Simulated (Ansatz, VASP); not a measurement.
# One calculation of KF, two programs

POSCAR

```
KF
1.0
   -0.0886320185      2.5703285369      2.5703285369
    2.5703285369     -0.0886320185      2.5703285369
    2.5703285369      2.5703285369     -0.0886320185
K F
1 1
Direct
    0.0000000000      0.0000000000      0.0000000000
    0.5000000000      0.5000000000      0.5000000000
```

INCAR.step1

```
SYSTEM = KF
PREC = Accurate ; ENCUT = 520
ISMEAR = 0 ; SIGMA = 0.01
LREAL = .False. ; LASPH = .True.
NELM = 100 ; NBANDS = 15
GGA = PE ; ALGO = Normal
EDIFF = 1E-4 ; LWAVE = .True.
LCHARG = .False.
```

The input INCAR.step2:

```
SYSTEM = KF
PREC = Accurate ; ENCUT = 520
EDIFF = 1E-6 ; ISMEAR = 0
SIGMA = 0.01 ; LREAL = .False.
LASPH = .True. ; NELM = 100
ALGO = Normal ; ISIF = 2
LWAVE = .False. ; LCHARG = .True.
METAGGA = R2SCAN ; LMIXTAU = .True.
LELF = .True. ; LVHAR = .True.
NBANDS = 15 ; ISTART = 1
```

Contents of KPOINTS:

```
regular mesh
0
Gamma
  8 8 8
  0 0 0
```

Input for Ansatz:

```yaml
crystal:
  lattice:
    - [-0.0886320185, 2.5703285369, 2.5703285369]
    - [2.5703285369, -0.0886320185, 2.5703285369]
    - [2.5703285369, 2.5703285369, -0.0886320185]
  atoms:
    - { symbol: K, position: [0.0, 0.0, 0.0] }
    - { symbol: F, position: [0.5, 0.5, 0.5] }
kpoints:
  mp_grid: { grid: [8, 8, 8] }
  band_path:
    path:
      - [0.0, 0.0, 0.0]
      - [0.5, 0.0, 0.5]
      - [0.625, 0.25, 0.625]
      - [0.375, 0.375, 0.75]
      - [0.5, 0.5, 0.5]
      - [0.5, 0.25, 0.75]
    npoints: 1
hamiltonian:
  xc: r2scan
scf:
  occupations: { method: fixed }
  n_extra_bands: 4
output:
  forces: true
  stress: true
  eigenvalues: true
```

Change from the starting cell: shear_111 strain -5.0%.

Alike in both runs: task single point; functional r2SCAN; k mesh 8 × 8 × 8; no spin polarisation.

```csv
,VASP,Ansatz
version,VASP 6.6.1,Ansatz 0.2.0
potentials or method,"VASP PAW PBE potentials, release 64 (K_sv, F)","plane waves, PAW"
plane-wave cutoff (eV),520,500
occupations,"gaussian, width 0.01 eV",fixed
valence electrons in the cell,16,16
```

```csv
,VASP,Ansatz,Ansatz less VASP
gap on the k mesh at the Fermi level (eV),7.16,7.16,+0.001
pressure (GPa),2.0,2.0,-0.01
"traceless stress, the component that is largest in VASP (GPa)",0.33,0.33,+0.002
```

VASP's potentials were made for PBE, not for r2SCAN.
